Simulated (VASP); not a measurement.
# Be2ZnN2 (I4/mmm) in VASP: notebook

Be2ZnN2 is run at these levels: PBE; tasks: relaxation of cell and atoms, single point.

Program: VASP 6.6.1. These are calculated values, not measurements. Logs are shortened: lines on timing, memory, paths and dates and some standing lists are left out, and cuts for length are marked.

## Step 1: The cell of the first run

It takes space group I4/mmm (No. 139, tetragonal). Conventional cell: a = 2.734 Å, b = 2.734 Å, c = 11.464 Å, α = 90.00°, β = 90.00°, γ = 90.00°. Within 2.3 Å of Be (site symmetry 4mm) lie 5 N at 1.71 to 1.96 Å. Within 2.4 Å of Zn (site symmetry 4/mmm) lie 2 N at 1.84 Å. N (site symmetry 4mm) has 5 Be at 1.71 to 1.96 Å and 1 Zn at 1.84 Å within 2.3 Å.

## Step 2: Relaxation of cell and atoms, PBE

INCAR

```
SYSTEM = Be2ZnN2
PREC     = Accurate       ! precision mode
ENCUT    = 600            ! plane-wave cutoff, eV
EDIFF    = 1E-6           ! SCF threshold, eV
ISMEAR   = 0              ! smearing method
SIGMA    = 0.1            ! smearing width, eV
LREAL    = .False.        ! projectors in reciprocal space
LASPH    = .True.         ! aspherical terms in the spheres
NELM     = 100            ! most SCF steps
ALGO     = Normal         ! electronic algorithm
ISIF     = 3              ! what is computed and relaxed
LWAVE    = .False.        ! write WAVECAR
LCHARG   = .False.        ! write CHGCAR
GGA      = PE             ! functional
IBRION   = 2              ! ionic algorithm
NSW      = 100            ! ionic steps
EDIFFG   = -0.005         ! ionic threshold
```

KPOINTS

```
Automatic mesh
0
Gamma
  18 18 18
  0 0 0
```

POSCAR

```
Be2ZnN2
1.0
   -1.3670624257      1.3670624257      5.7317981803
    1.3670624257     -1.3670624257      5.7317981803
    1.3670624257      1.3670624257     -5.7317981803
Be Zn N
2 1 2
Direct
    0.3100423923      0.3100423923      0.0000000000
    0.6899576077      0.6899576077      0.0000000000
    0.0000000000      0.0000000000      0.0000000000
    0.1606544795      0.1606544795      0.0000000000
    0.8393455205      0.8393455205      0.0000000000
```

Potentials or basis: VASP PAW PBE potentials, release 64 (Be, Zn, N).

On the command line:

```console
> cat potpaw_PBE.64/Be/POTCAR potpaw_PBE.64/Zn/POTCAR potpaw_PBE.64/N/POTCAR > POTCAR
> mpirun -np 1 vasp_std > vasp.out
```

OUTCAR:

```text
SYSTEM = Be2ZnN2
   PREC = Accurate
   ENCUT = 600
   EDIFF = 1E-6
   ISMEAR = 0
   LREAL = .False.
   LASPH = .True.
   NELM = 100
   ISIF = 3
   GGA = PE
   IBRION = 2
   NSW = 100
   EDIFFG = -0.005

 ion  position               nearest neighbor table
   1  0.310  0.310  0.000-   4 1.71   5 1.96   5 1.96   5 1.96   5 1.96   2 2.37   2 2.37   2 2.37
                             2 2.37
   2  0.690  0.690  0.000-   5 1.71   4 1.96   4 1.96   4 1.96   4 1.96   1 2.37   1 2.37   1 2.37
                             1 2.37
   3  0.000  0.000  0.000-   4 1.84   5 1.84
   4  0.161  0.161  0.000-   1 1.71   3 1.84   2 1.96   2 1.96   2 1.96   2 1.96
   5  0.839  0.839  0.000-   2 1.71   3 1.84   1 1.96   1 1.96   1 1.96   1 1.96

  LATTYP: Found a body centered tetragonal cell.
 ALAT       =     2.7341248514
 C/A-ratio  =     4.1927845229

  Lattice vectors:

 A1 = (  -1.3670624257,   1.3670624257,   5.7317981803)
 A2 = (   1.3670624257,  -1.3670624257,   5.7317981803)
 A3 = (   1.3670624257,   1.3670624257,  -5.7317981803)

Analysis of symmetry for initial positions (statically):
=====================================================================
 Subroutine PRICEL returns:
 Original cell was already a primitive cell.

 Routine SETGRP: Setting up the symmetry group for a
 body centered tetragonal supercell.

 Subroutine GETGRP returns: Found 16 space group operations
 (whereof 16 operations were pure point group operations)
 out of a pool of 16 trial point group operations.

The static configuration has the point symmetry D_4h.

Analysis of symmetry for dynamics (positions and initial velocities):
=====================================================================
 Subroutine PRICEL returns:
 Original cell was already a primitive cell.

 Routine SETGRP: Setting up the symmetry group for a
 body centered tetragonal supercell.

 Subroutine GETGRP returns: Found 16 space group operations
 (whereof 16 operations were pure point group operations)
 out of a pool of 16 trial point group operations.

The dynamic configuration has the point symmetry D_4h.

 Subroutine INISYM returns: Found 16 space group operations
 (whereof 16 operations are pure point group operations),
 and found     1 'primitive' translations

----------------------------------------------------------------------------------------

                                     Primitive cell

  volume of cell :      42.8477

  direct lattice vectors                    reciprocal lattice vectors
    -1.367062426  1.367062426  5.731798180     0.000000000  0.365747745  0.087232660
     1.367062426 -1.367062426  5.731798180     0.365747745  0.000000000  0.087232660
     1.367062426  1.367062426 -5.731798180     0.365747745  0.365747745  0.000000000

  length of vectors
     6.049068501  6.049068501  6.049068501     0.376006583  0.376006583  0.517245422

  position of ions in fractional coordinates (direct lattice)
     0.310042392  0.310042392  0.000000000
     0.689957608  0.689957608  0.000000000
     0.000000000  0.000000000  0.000000000
     0.160654480  0.160654480  0.000000000
     0.839345520  0.839345520  0.000000000

  ion indices of the primitive-cell ions
   primitive index   ion index
                 1           1
                 2           2
                 3           3
                 4           4
                 5           5

----------------------------------------------------------------------------------------

 KPOINTS: Automatic mesh

Automatic generation of k-mesh.
 Grid dimensions read from file:
 generate k-points for:   18   18   18

 Generating k-lattice:

  Cartesian coordinates                     Fractional coordinates (reciprocal lattice)
     0.000000000  0.020319319  0.004846259     0.055555556  0.000000000 -0.000000000
     0.020319319  0.000000000  0.004846259     0.000000000  0.055555556 -0.000000000
     0.020319319  0.020319319  0.000000000     0.000000000  0.000000000  0.055555556

  Length of vectors
     0.020889255  0.020889255  0.028735857

  Shift w.r.t. Gamma in fractional coordinates (k-lattice)
     0.000000000  0.000000000  0.000000000

 Subroutine IBZKPT returns following result:
 ===========================================

 Found    480 irreducible k-points:

 Following reciprocal coordinates:
            Coordinates               Weight
  0.000000  0.000000  0.000000      1.000000
  0.055556  0.000000  0.000000      8.000000
  0.111111  0.000000  0.000000      8.000000
  0.166667 -0.000000  0.000000      8.000000
  0.222222 -0.000000  0.000000      8.000000
  0.277778  0.000000 -0.000000      8.000000
[... 16 lines left out ...]
 -0.277778  0.055556 -0.000000     16.000000
 -0.222222  0.055556 -0.000000     16.000000
 [... further k-points ...]
   k-points           NKPTS =    480   k-points in BZ     NKDIM =    480   number of bands    NBANDS=     17
   number of dos      NEDOS =    301   number of ions     NIONS =      5
   total plane-waves  NPLWV = 110592
   dimension x,y,z NGX =    48 NGY =   48 NGZ =   48
   dimension x,y,z NGXF=    96 NGYF=   96 NGZF=   96
   ions per type =               2   1   2
   NGX,Y,Z   is equivalent  to a cutoff of  13.19, 13.19, 13.19 a.u.
   NGXF,Y,Z  is equivalent  to a cutoff of  26.38, 26.38, 26.38 a.u.
 SYSTEM =  Be2ZnN2
   PREC   = accura    normal or accurate (medium, high low for compatibility)
   ISTART =      0    job   : 0-new  1-cont  2-samecut
   ICHARG =      2    charge: 1-file 2-atom 10-const
   ISPIN  =      1    spin polarized calculation?
   LNONCOLLINEAR =      F non collinear calculations
   LSORBIT =      F    spin-orbit coupling
   LASPH  =      T    aspherical Exc in radial PAW
   ENCUT  =  600.0 eV  44.10 Ry    6.64 a.u.  12.08 12.08 12.08*2*pi/ulx,y,z
   NELM   =    100;   NELMIN=  2; NELMDL= -5     # of ELM steps
   EDIFF  = 0.1E-05   stopping-criterion for ELM
   LREAL  =      F    real-space projection
   EDIFFG = -.5E-02   stopping-criterion for IOM
   NSW    =    100    number of steps for IOM
   IBRION =      2    ionic relax: 0-MD 1-quasi-New 2-CG
   NFREE  =      1    steps in history (QN), initial steepest desc. (CG)
   ISIF   =      3    stress and relaxation
   ISYM   =      2    0-nonsym 1-usesym 2-fastsym
   POTIM  = 0.5000    time-step for ionic-motion
   TEBEG  =    0.0;   TEEND  =   0.0 temperature during run
   PSTRESS=    0.0 pullay stress
   NELECT =      26.0000    total number of electrons
   NUPDOWN=      -1.0000    fix difference up-down
   EMIN   =  10.00;   EMAX   =-10.00  energy-range for DOS
   EFERMI =   0.00;   METHOD = LEGACY
   ISMEAR =     0;   SIGMA  =   0.10  broadening in eV -4-tet -1-fermi 0-gaus
   EFERMI_NEDOS =   21; number of points for ismear=-14 and -15
   IALGO  =     38    algorithm
   IMIX   =      4    mixing-type and parameters
     AMIX     =   0.40;   BMIX     =  1.00
     AMIX_MAG =   1.60;   BMIX_MAG =  1.00
  volume/ion in A,a.u.               =       8.57        57.83
  Fermi-wavevector in a.u.,A,eV,Ry     =   1.385979  2.619121 26.135958  1.920939
  Thomas-Fermi vector in A             =   2.510338
   LORBIT       =      0    0 simple, 1 ext, 2 COOP (PROOUT), +10 PAW based schemes
   GGA     = PE    functional components
   LHFCALC =     F    Hartree Fock is set to
   AEXX    =    0.0000 exact exchange contribution
   IVDW    =     0    specifies the selected vdW correction
   LEPSILON=     F    determine dielectric tensor
   LRPA    =     F    only Hartree local field effects (RPA)
 conjugate gradient relaxation of ions
 non-spin polarized calculation
 Gauss-broadening in eV      SIGMA  =   0.10
  energy-cutoff  :      600.00
  volume of cell :       42.85
 maximum number of plane-waves:      1475
   NGX = 25   NGY = 25   NGZ = 25

--------------------------------------- Ionic step        1  -------------------------------------------

 number of electron      25.9999999 magnetization

 Free energy of the ion-electron system (eV)
  ---------------------------------------------------
  ext. energy  EPLUGINS =         0.00000000
  ---------------------------------------------------
  free energy    TOTEN  =       -26.08590882 eV

  energy without entropy =      -26.08092844  energy(sigma->0) =      -26.08341863

------------------------ aborting loop because EDIFF is reached ----------------------------------------

  FORCE on cell =-STRESS in cart. coord.  units (eV):
  Direction    XX          YY          ZZ          XY          YZ          ZX
  --------------------------------------------------------------------------------------
  -------------------------------------------------------------------------------------
  Total        0.0777759      0.0777759      0.4823576      0.0000000      0.0000000      0.0000000
  in kB        2.9082257      2.9082257     18.0364958      0.0000000      0.0000000      0.0000000
  external PRESSURE =       7.9509824 kB  Pullay stress =       0.0000000 kB
[... 141 lines left out ...]
  energy  without entropy=      -26.0815333471  energy(sigma->0) =      -26.08413128

--------------------------------------- Ionic step        5  -------------------------------------------

 number of electron      25.9999997 magnetization

 Free energy of the ion-electron system (eV)
  ---------------------------------------------------
  ext. energy  EPLUGINS =         0.00000000
  ---------------------------------------------------
  free energy    TOTEN  =       -26.08676257 eV

  energy without entropy =      -26.08152133  energy(sigma->0) =      -26.08414195

 E-fermi :   5.6741     XC(G=0): -11.5137

 val. band max:        5.6733420815   @ k =   0.3333   0.0000  -0.0000
 cond. band min:       5.6744304958   @ k =  -0.2222   0.4444   0.1111
 fundamental gap:      0.0010884143
 Fermi energy:         5.6740731552

 k-point     1 :       0.0000    0.0000    0.0000
  band No.  band energies     occupation
      1     -11.4442      2.00000
      2      -9.2555      2.00000
      3      -3.7529      2.00000
      4      -3.0486      2.00000
      5      -3.0351      2.00000
      6      -2.2753      2.00000
[... 9 lines left out ...]
     16      12.4016      0.00000
     17      15.7699      0.00000
[... 443 lines left out ...]
      1     -10.8529      2.00000
      2      -8.9618      2.00000
      3      -3.3800      2.00000
      4      -2.9231      2.00000
      5      -2.5859      2.00000
      6      -2.3273      2.00000
[... 9 lines left out ...]
     16      12.0816      0.00000
     17      13.8788      0.00000

 [... further k-points ...]
[... 5 lines left out ...]
  --------------------------------------------------------------------------------------
  -------------------------------------------------------------------------------------
  Total       -0.0164383     -0.0164383     -0.0090148      0.0000000      0.0000000     -0.0000000
  in kB       -0.6127551     -0.6127551     -0.3360353      0.0000000      0.0000000     -0.0000000
  external PRESSURE =      -0.5205151 kB  Pullay stress =       0.0000000 kB
[... 20 lines left out ...]
  FREE ENERGIE OF THE ION-ELECTRON SYSTEM (eV)
  ---------------------------------------------------
  free  energy   TOTEN  =       -26.0867625656 eV

  energy  without entropy=      -26.0815213307  energy(sigma->0) =      -26.08414195

 reached required accuracy - stopping structural energy minimisation
```

Run time: 34 min. Hardware: 1 thread of Intel Xeon Platinum 8488C (Sapphire Rapids), shared host; peak memory 0.72 GiB.

What came out:

| Item | Value |
| --- | --- |
| Free energy | -26.0868 eV |
| Relaxed volume | 8.60 Å³/atom |
| Relaxed cell | a = 6.066 Å, b = 6.066 Å, c = 6.066 Å, α = 153.95°, β = 153.95°, γ = 37.17° |
| Space group after relaxing (to 0.05 Å) | I4/mmm (No. 139) |
| Energy gained by relaxing | 0.2 meV/atom |
| Ionic steps | 5 |
| Pressure after relaxing | -0.1 GPa |
| Largest force after relaxing | 0.005 eV/Å |
| Band gap on the k mesh | zero (band 13 reaches 5.82 eV, above the bottom of band 14 at 5.53 eV) |

Forces in eV/Å, atoms in the order of the input:
```
Be   0.000  0.000  0.005
Be   0.000  0.000 -0.005
Zn   0.000  0.000  0.000
N    0.000  0.000 -0.001
N    0.000  0.000  0.001
```

Step by step:
```tsv
step	energy change (eV)	largest force (eV/Å)	pressure (GPa)	volume (Å³)
1	0.0000	0.0705	0.80	42.85
2	-0.0004	0.0638	-0.69	43.11
3	-0.0008	0.0096	-0.03	43.00
4	-0.0008	0.0120	-0.12	43.00
5	-0.0009	0.0048	-0.05	42.98
```

Final structure:
```yaml
crystal:
  lattice:
    - [-1.36706, 1.36706, 5.74973]
    - [1.36706, -1.36706, 5.74973]
    - [1.36706, 1.36706, -5.74973]
  atoms:
    - { symbol: Be, position: [0.31010, 0.31010, 0.00000] }
    - { symbol: Be, position: [0.68990, 0.68990, 0.00000] }
    - { symbol: Zn, position: [0.00000, 0.00000, 0.00000] }
    - { symbol: N, position: [0.16080, 0.16080, 0.00000] }
    - { symbol: N, position: [0.83920, 0.83920, 0.00000] }
```

(Continued in part 2 of 2.)
